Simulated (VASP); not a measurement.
Crystal: KNa.

```
CELL_PARAMETERS angstrom
5.54363 0.00000 0.00000
0.00000 3.66858 0.00000
0.00000 0.00000 5.66009
ATOMIC_POSITIONS crystal
K 0.75000 0.00000 0.68700
K 0.25000 0.00000 0.31300
Na 0.75000 0.50000 0.18800
Na 0.25000 0.50000 0.81200
```

| Property | Result |
| --- | --- |
| Program | VASP 6.6.1 |
| Task | relaxation of cell and atoms |
| Functional | PBE |
| Potentials or basis | VASP PAW PBE potentials, release 64 (K_sv, Na_sv) |
| Cutoff | 1130 eV |
| k mesh | 4 × 6 × 4 |
| Occupations | gaussian, width 0.1 eV |
| Spin | no spin polarisation |

At the start: pressure 9.7 GPa; volume 28.78 Å³/atom.

Problem. How do energy, volume and symmetry change on relaxing?

Solution. Over 10 steps the energy falls by 462.1 meV/atom and the volume is 53.80 Å³/atom (+86.9 %); space group Pmma (No. 51, to 0.1 Å) before and after.

The path:
| step | energy change (eV) | largest force (eV/Å) | pressure (GPa) | volume (Å³) |
| --- | --- | --- | --- | --- |
| 1 | 0.0000 | 0.2236 | 9.71 | 115.11 |
| 2 | -1.2409 | 0.1522 | 3.72 | 146.67 |
| 3 | -1.7326 | 0.1034 | 1.14 | 181.78 |
| 4 | -1.5658 | 0.0534 | -1.73 | 267.94 |
| 5 | -1.8352 | 0.0799 | 0.23 | 206.22 |
| 6 | -1.8413 | 0.0753 | 0.01 | 213.54 |
| 7 | -1.8411 | 0.0739 | -0.06 | 215.94 |
| 8 | -1.8422 | 0.0696 | -0.06 | 215.86 |
| 9 | -1.8450 | 0.0562 | -0.05 | 215.65 |
| 10 | -1.8485 | 0.0296 | -0.04 | 215.20 |

Final structure:
```
CELL_PARAMETERS angstrom
6.75408 0.00000 0.00000
0.00000 4.58203 0.00000
0.00000 0.00000 6.95366
ATOMIC_POSITIONS crystal
K 0.75000 0.00000 0.69931
K 0.25000 0.00000 0.30069
Na 0.75000 0.50000 0.17874
Na 0.25000 0.50000 0.82126
```

Caveat: the volume moved by over 15 % at a fixed basis, so the end points are rough.
